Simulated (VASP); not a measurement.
# Al5P2 (P-4m2) in VASP: further runs

The runs below take Al5P2 through single point, relaxation of cell and atoms, with PBE.

All numbers are computed with VASP 6.6.1; they aren't measurements. Logs are shortened: lines on timing, memory, paths and dates and some standing lists are left out, and cuts for length are marked.

## 1. The cell of the first run

It takes space group P-4m2 (No. 115, tetragonal). Conventional cell: a = 3.810 Å, b = 3.810 Å, c = 9.968 Å, α = 90.00°, β = 90.00°, γ = 90.00°. Al (site symmetry -4m2) has 4 P at 2.37 Å within 3.1 Å. Al (site symmetry 2mm) has 2 P at 2.39 Å and 4 Al at 2.74 to 2.98 Å within 3.2 Å. Al (site symmetry 2mm) has 8 Al at 2.71 to 2.98 Å within 3.6 Å. P (site symmetry 2mm) has 4 Al at 2.37 to 2.39 Å within 3.1 Å.

## 2. Single point, PBE

Input file INCAR:

```
ALGO = Normal ; EDIFF = 1E-7
ENCUT = 520 ; GGA = PE
ISIF = 2 ; ISMEAR = 0
LASPH = True ; LCHARG = False
LREAL = False ; LWAVE = False
NBANDS = 22 ; NELM = 80
PREC = Accurate ; SIGMA = 0.1
```

Input file KPOINTS:

```
k-points
0
Gamma
  8 8 4
```

Input file POSCAR:

```
Al5P2
1.0
    3.8096228092      0.0000000000      0.0000000000
    0.0000000000      3.8096228092      0.0000000000
    0.0000000000      0.0000000000      9.9679676556
Al P
5 2
Direct
    0.0000000000      0.0000000000      0.0000000000
    0.5000000000      0.5000000000      0.7138473326
    0.5000000000      0.5000000000      0.2861526674
    0.5000000000      0.0000000000      0.5165067347
    0.0000000000      0.5000000000      0.4834932653
    0.5000000000      0.0000000000      0.1420949422
    0.0000000000      0.5000000000      0.8579050578
```

Potentials or basis: VASP PAW PBE potentials, release 64 (Al, P).

Command:

```bash
$ cat potpaw_PBE.64/Al/POTCAR potpaw_PBE.64/P/POTCAR > POTCAR
$ mpirun -np 1 vasp_std > vasp.out
```

OUTCAR:

```text
EDIFF = 1E-7
   ENCUT = 520
   GGA = PE
   ISIF = 2
   ISMEAR = 0
   LASPH = True
   LREAL = False
   NELM = 80
   PREC = Accurate

 ion  position               nearest neighbor table
   1  0.000  0.000  0.000-   6 2.37   7 2.37   7 2.37   6 2.37
   2  0.500  0.500  0.714-   7 2.39   7 2.39   4 2.74   4 2.74   5 2.98   5 2.98
   3  0.500  0.500  0.286-   6 2.39   6 2.39   5 2.74   5 2.74   4 2.98   4 2.98
   4  0.500  0.000  0.517-   5 2.71   5 2.71   5 2.71   5 2.71   2 2.74   2 2.74   3 2.98   3 2.98

   5  0.000  0.500  0.483-   4 2.71   4 2.71   4 2.71   4 2.71   3 2.74   3 2.74   2 2.98   2 2.98

   6  0.500  0.000  0.142-   1 2.37   1 2.37   3 2.39   3 2.39
   7  0.000  0.500  0.858-   1 2.37   1 2.37   2 2.39   2 2.39

  LATTYP: Found a simple tetragonal cell.
 ALAT       =     3.8096228092
 C/A-ratio  =     2.6165235129

  Lattice vectors:

 A1 = (   3.8096228092,   0.0000000000,   0.0000000000)
 A2 = (   0.0000000000,   3.8096228092,   0.0000000000)
 A3 = (   0.0000000000,   0.0000000000,   9.9679676556)

Analysis of symmetry for initial positions (statically):
=====================================================================
 Subroutine PRICEL returns:
 Original cell was already a primitive cell.

 Routine SETGRP: Setting up the symmetry group for a
 simple tetragonal supercell.

 Subroutine GETGRP returns: Found  8 space group operations
 (whereof  8 operations were pure point group operations)
 out of a pool of 16 trial point group operations.

The static configuration has the point symmetry D_2d.

Analysis of symmetry for dynamics (positions and initial velocities):
=====================================================================
 Subroutine PRICEL returns:
 Original cell was already a primitive cell.

 Routine SETGRP: Setting up the symmetry group for a
 simple tetragonal supercell.

 Subroutine GETGRP returns: Found  8 space group operations
 (whereof  8 operations were pure point group operations)
 out of a pool of 16 trial point group operations.

The dynamic configuration has the point symmetry D_2d.

 Subroutine INISYM returns: Found  8 space group operations
 (whereof  8 operations are pure point group operations),
 and found     1 'primitive' translations

----------------------------------------------------------------------------------------

[... 104 lines left out ...]
   EDIFFG = 0.1E-05   stopping-criterion for IOM
   NSW    =      0    number of steps for IOM
   IBRION =     -1    ionic relax: 0-MD 1-quasi-New 2-CG
   NFREE  =      0    steps in history (QN), initial steepest desc. (CG)
   ISIF   =      2    stress and relaxation
   ISYM   =      2    0-nonsym 1-usesym 2-fastsym
   POTIM  = 0.5000    time-step for ionic-motion
   TEBEG  =    0.0;   TEEND  =   0.0 temperature during run
   PSTRESS=    0.0 pullay stress
   NELECT =      25.0000    total number of electrons
   NUPDOWN=      -1.0000    fix difference up-down
   EMIN   =  10.00;   EMAX   =-10.00  energy-range for DOS
   EFERMI =   0.00;   METHOD = LEGACY
   ISMEAR =     0;   SIGMA  =   0.10  broadening in eV -4-tet -1-fermi 0-gaus
   EFERMI_NEDOS =   21; number of points for ismear=-14 and -15
   IALGO  =     38    algorithm
   IMIX   =      4    mixing-type and parameters
     AMIX     =   0.40;   BMIX     =  1.00
     AMIX_MAG =   1.60;   BMIX_MAG =  1.00
  volume/ion in A,a.u.               =      20.67       139.47
  Fermi-wavevector in a.u.,A,eV,Ry     =   0.911867  1.723178 11.313254  0.831501
  Thomas-Fermi vector in A             =   2.036196
   LORBIT       =      0    0 simple, 1 ext, 2 COOP (PROOUT), +10 PAW based schemes
   GGA     = PE    functional components
   LHFCALC =     F    Hartree Fock is set to
   AEXX    =    0.0000 exact exchange contribution
   IVDW    =     0    specifies the selected vdW correction
   LEPSILON=     F    determine dielectric tensor
   LRPA    =     F    only Hartree local field effects (RPA)
 non-spin polarized calculation
 Gauss-broadening in eV      SIGMA  =   0.10
  energy-cutoff  :      520.00
  volume of cell :      144.67
 maximum number of plane-waves:      3932
   NGX = 15   NGY = 15   NGZ = 37

 number of electron      24.9999998 magnetization

 Free energy of the ion-electron system (eV)
  ---------------------------------------------------
  ext. energy  EPLUGINS =         0.00000000
  ---------------------------------------------------
  free energy    TOTEN  =       -30.58102700 eV

  energy without entropy =      -30.57100707  energy(sigma->0) =      -30.57601704

 E-fermi :   5.3181     XC(G=0):  -9.2050

 val. band max:        5.2926417465   @ k =   0.5000   0.2500   0.2500
 cond. band min:       5.3353491183   @ k =   0.0000   0.0000   0.0000
 fundamental gap:      0.0427073718
 Fermi energy:         5.3181182085

 k-point     1 :       0.0000    0.0000    0.0000
  band No.  band energies     occupation
      1      -6.5879      2.00000
      2      -5.5620      2.00000
      3      -3.7386      2.00000
      4      -0.1361      2.00000
      5       0.1384      2.00000
      6       2.9937      2.00000
[... 589 lines left out ...]
     21      10.2974      0.00000
     22      10.7006      0.00000

 [... further k-points ...]

------------------------ aborting loop because EDIFF is reached ----------------------------------------

  FORCE on cell =-STRESS in cart. coord.  units (eV):
  Direction    XX          YY          ZZ          XY          YZ          ZX
  --------------------------------------------------------------------------------------
  -------------------------------------------------------------------------------------
  Total       -0.0618186     -0.0618186     -0.0487312      0.0000000      0.0000000      0.0000000
  in kB       -0.6846356     -0.6846356     -0.5396932      0.0000000      0.0000000      0.0000000
  external PRESSURE =      -0.6363215 kB  Pullay stress =       0.0000000 kB

 VOLUME and BASIS-vectors are now :
 -----------------------------------------------------------------------------
  energy-cutoff  :      520.00
  volume of cell :      144.67
      direct lattice vectors                 reciprocal lattice vectors
     3.809622809  0.000000000  0.000000000     0.262493178  0.000000000  0.000000000
     0.000000000  3.809622809  0.000000000     0.000000000  0.262493178  0.000000000
     0.000000000  0.000000000  9.967967656     0.000000000  0.000000000  0.100321353

 POSITION                                       TOTAL-FORCE (eV/Angst)
 -----------------------------------------------------------------------------------
      0.00000      0.00000      0.00000        -0.000000     -0.000000      0.000000
      1.90481      1.90481      7.11561        -0.000000     -0.000000      0.003047
      1.90481      1.90481      2.85236        -0.000000      0.000000     -0.003047
      1.90481      0.00000      5.14852         0.000000     -0.000000      0.002734
      0.00000      1.90481      4.81945        -0.000000     -0.000000     -0.002734
      1.90481      0.00000      1.41640        -0.000000     -0.000000     -0.000842
      0.00000      1.90481      8.55157        -0.000000      0.000000      0.000842
 -----------------------------------------------------------------------------------
    total drift:                               -0.000000     -0.000000      0.000000

  FREE ENERGIE OF THE ION-ELECTRON SYSTEM (eV)
  ---------------------------------------------------
  free  energy   TOTEN  =       -30.5810270029 eV

  energy  without entropy=      -30.5710070695  energy(sigma->0) =      -30.57601704
```

stdout:

```text
POSCAR found type information on POSCAR AlP
 POSCAR found :  2 types and       7 ions
 scaLAPACK will be used
 LDA part: xc-table for (Slater+PW92), standard interpolation
 POSCAR, INCAR and KPOINTS ok, starting setup
 FFT: planning ... GRIDC
 FFT: planning ... GRID_SOFT
 FFT: planning ... GRID
 WAVECAR not read
 entering main loop
```

Wall time 64 s (1 thread of Intel Xeon Platinum 8559C (Emerald Rapids), shared host); peak memory 0.29 GiB.

Results:

```
Free energy   : -30.5810 eV
Pressure      : -0.1 GPa
Largest force : 0.003 eV/Å
```

Forces in eV/Å, atoms in the order of the input:
```
Al   0.000  0.000  0.000
Al   0.000  0.000  0.003
Al   0.000  0.000 -0.003
Al   0.000  0.000  0.003
Al   0.000  0.000 -0.003
P    0.000  0.000 -0.001
P    0.000  0.000  0.001
```

## 3. Relaxation of cell and atoms, PBE

This run uses another cell than the first one, of 18.21 Å³/atom, 0.881 times its volume.

Input file INCAR:

```
SYSTEM = Al5P2
PREC     = Accurate       ! precision mode
ENCUT    = 600            ! plane-wave cutoff, eV
EDIFF    = 1E-7           ! SCF threshold, eV
ISMEAR   = 0              ! smearing method
SIGMA    = 0.2            ! smearing width, eV
LREAL    = .False.        ! projectors in reciprocal space
LASPH    = .True.         ! aspherical terms in the spheres
NELM     = 60             ! most SCF steps
ALGO     = Normal         ! electronic algorithm
ISIF     = 3              ! what is computed and relaxed
LWAVE    = .False.        ! write WAVECAR
LCHARG   = .False.        ! write CHGCAR
GGA      = PE             ! functional
IBRION   = 2              ! ionic algorithm
NSW      = 36             ! ionic steps
EDIFFG   = -0.08          ! ionic threshold
```

Input file KPOINTS:

```
regular mesh
0
Gamma
  4 4 2
  0 0 0
```

Input file POSCAR:

```
Al5P2
1.0
    3.8500000000      0.0000000000      0.0000000000
    0.0000000000      3.8500000000      0.0000000000
    0.0000000000      0.0000000000      8.6000000000
Al P
5 2
Direct
    0.0000000000      0.0000000000      0.0000000000
    0.5000000000      0.5000000000      0.7100000000
    0.5000000000      0.5000000000      0.2900000000
    0.5000000000      0.0000000000      0.5000000000
    0.0000000000      0.5000000000      0.5000000000
    0.5000000000      0.0000000000      0.1450000000
    0.0000000000      0.5000000000      0.8550000000
```

Potentials or basis: VASP PAW PBE potentials, release 64 (Al, P).

Command:

```bash
$ cat potpaw_PBE.64/Al/POTCAR potpaw_PBE.64/P/POTCAR > POTCAR
$ mpirun -np 1 vasp_std > vasp.out
```

Wall time 2.1 min (1 thread of Intel Xeon Platinum 8559C (Emerald Rapids), shared host); peak memory 0.25 GiB.

Results (log left out):

* Free energy: -30.4851 eV
* Relaxed volume: 20.73 Å³/atom
* Relaxed cell: a = 3.789 Å, b = 3.789 Å, c = 10.111 Å, α = 90.00°, β = 90.00°, γ = 90.00°
* Space group after relaxing (to 0.05 Å): P-4m2 (No. 115)
* Energy gained by relaxing: 180.0 meV/atom
* Ionic steps: 14
* Pressure after relaxing: 0.2 GPa
* Largest force after relaxing: 0.049 eV/Å

Forces on the atoms (eV/Å):
```
Al   0.000  0.000  0.000
Al   0.000  0.000  0.049
Al   0.000  0.000 -0.049
Al   0.000  0.000  0.048
Al   0.000  0.000 -0.048
P    0.000  0.000  0.013
P    0.000  0.000 -0.013
```

Stress tensor (GPa, compression positive):
```
 0.35  0.00  0.00
 0.00  0.35  0.00
 0.00  0.00 -0.10
```

The path:
```
step  energy change (eV)  largest force (eV/Å)  pressure (GPa)  volume (Å³)
   1              0.0000                0.5779           12.07       127.47
   2             -0.7844                0.3105           -3.90       154.34
   3             -0.8339                0.3191           -1.49       148.26
   4             -1.0707                0.2852           -1.17       147.29
   5             -1.1964                0.3603           -0.58       145.72
   6             -1.2189                0.2478            0.45       143.76
   7             -1.2191                0.2473            0.56       143.54
   8             -1.2294                0.2117            0.00       144.72
   9             -1.2322                0.2151           -0.49       145.80
  10             -1.2401                0.1707           -0.38       145.62
  11             -1.2517                0.1165           -0.01       145.09
  12             -1.2519                0.1394            0.05       145.02
  13             -1.2560                0.1096            0.09       145.06
  14             -1.2603                0.0493            0.20       145.13
```

Final structure:
```
Al P
1.0
     3.78858    0.00000    0.00000
     0.00000    3.78858    0.00000
     0.00000    0.00000   10.11134
Al P
5 2
Direct
  0.00000 0.00000 0.00000
  0.50000 0.50000 0.71795
  0.50000 0.50000 0.28205
  0.50000 0.00000 0.52387
  0.00000 0.50000 0.47613
  0.50000 0.00000 0.14048
  0.00000 0.50000 0.85952
```

Levels at points of the mesh, in eV from the Fermi level:
| k point | band 9 | band 10 | band 11 | band 12 | band 13 | band 14 | band 15 | band 16 |
| --- | --- | --- | --- | --- | --- | --- | --- | --- |
| (0.00, 0.00, 0.00) | -1.44 | -1.44 | -0.02 | 0.04 | 0.04 | 1.00 | 1.94 | 2.42 |
| (0.50, 0.00, 0.00) | -2.51 | -1.67 | -1.41 | -1.40 | 1.67 | 2.60 | 2.94 | 2.97 |
| (0.50, 0.50, 0.00) | -3.59 | -3.33 | -3.33 | -2.89 | -0.87 | -0.31 | -0.31 | 1.45 |
| (0.00, 0.00, 0.50) | -1.52 | -1.52 | 0.20 | 0.20 | 0.90 | 1.36 | 1.53 | 2.44 |
| (0.50, 0.00, 0.50) | -1.41 | -1.40 | -1.40 | -0.69 | 1.26 | 1.64 | 1.83 | 2.90 |
| (0.50, 0.50, 0.50) | -3.70 | -3.07 | -3.07 | -2.71 | -1.42 | -0.94 | -0.94 | 1.44 |

Caveat: the k points lie up to 0.41 Å⁻¹ apart in the final cell; the relaxation stopped at a loose force limit of 0.08 eV/Å, so its end isn't a converged minimum.
